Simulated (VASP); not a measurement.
Wanted: the native input for a VASP 6.6.1 run.

| Item | Value |
| --- | --- |
| Task | relaxation of cell and atoms |
| Functional | r2SCAN |
| Potentials or basis | VASP PAW PBE potentials, release 64 (Ru_pv) |
| Cutoff | 600 eV |
| k mesh | 11 × 11 × 6 |
| Occupations | fermi-dirac, width 0.05 eV |
| Spin | no spin polarisation |
| Dipole correction | no |
| Further INCAR settings | ALGO = Normal; EDIFF = 1e-06; IBRION = 2; EDIFFG = -0.01; NSW = 60; ISIF = 3 |

Crystal: Ru.

```
Ru
1.0
     2.70580    0.00000    0.00000
    -1.35290    2.34329    0.00000
     0.00000    0.00000    4.28190
Ru
2
Direct
  0.66667 0.33333 0.75000
  0.33333 0.66667 0.25000
```

These files were run (other wordings do the same):

POSCAR

```
Ru
1.0
    2.7058000000      0.0000000000      0.0000000000
   -1.3529000000      2.3432915376      0.0000000000
    0.0000000000      0.0000000000      4.2819000000
Ru
2
Direct
    0.6666666667      0.3333333333      0.7500000000
    0.3333333333      0.6666666667      0.2500000000
```

INCAR.step1

```
SYSTEM = Ru
  ALGO = Normal
  EDIFF = 1E-4
  ENCUT = 600
  GGA = PE
  ISMEAR = -1
  LASPH = .TRUE.
  LCHARG = .FALSE.
  LREAL = .FALSE.
  LWAVE = .TRUE.
  NELM = 80
  PREC = Accurate
  SIGMA = 0.05
```

INCAR.step2

```
SYSTEM = Ru
  ALGO = Normal
  EDIFF = 1E-6
  EDIFFG = -0.01
  ENCUT = 600
  IBRION = 2
  ISIF = 3
  ISMEAR = -1
  ISTART = 1
  LASPH = .TRUE.
  LCHARG = .FALSE.
  LMIXTAU = .TRUE.
  LREAL = .FALSE.
  LWAVE = .FALSE.
  METAGGA = R2SCAN
  NELM = 80
  NSW = 60
  PREC = Accurate
  SIGMA = 0.05
```

KPOINTS

```
k-points
0
G
  11 11 6
  0 0 0
```

Potentials or basis: VASP PAW PBE potentials, release 64 (Ru_pv).

Command:

```sh
$ cat potpaw_PBE.64/Ru_pv/POTCAR > POTCAR
$ cp INCAR.step1 INCAR
$ mpirun -np 1 vasp_std > vasp.out
$ cp INCAR.step2 INCAR
$ mpirun -np 1 vasp_std > vasp.out
```

It gave:

```json
{
 "Relaxed volume": "13.56 Å³/atom",
 "Relaxed cell": "a = 2.706 Å, b = 2.706 Å, c = 4.275 Å, α = 90.00°, β = 90.00°, γ = 120.00°",
 "Space group after relaxing (to 0.1 Å)": "P6_3/mmc (No. 194)",
 "Energy gained by relaxing": "0.1 meV/atom",
 "Ionic steps": "6",
 "Pressure after relaxing": "0.0 GPa",
 "Band gap on the k mesh": "zero (bands 14 and 15 overlap by 3.22 eV)"
}
```

Caveat: the PAW data sets were made with another functional, which shifts forces and pressure a little.

Run time: 6.6 min on 1 thread of Intel Xeon 8259CL, on a shared host, peak memory 0.19 GiB.
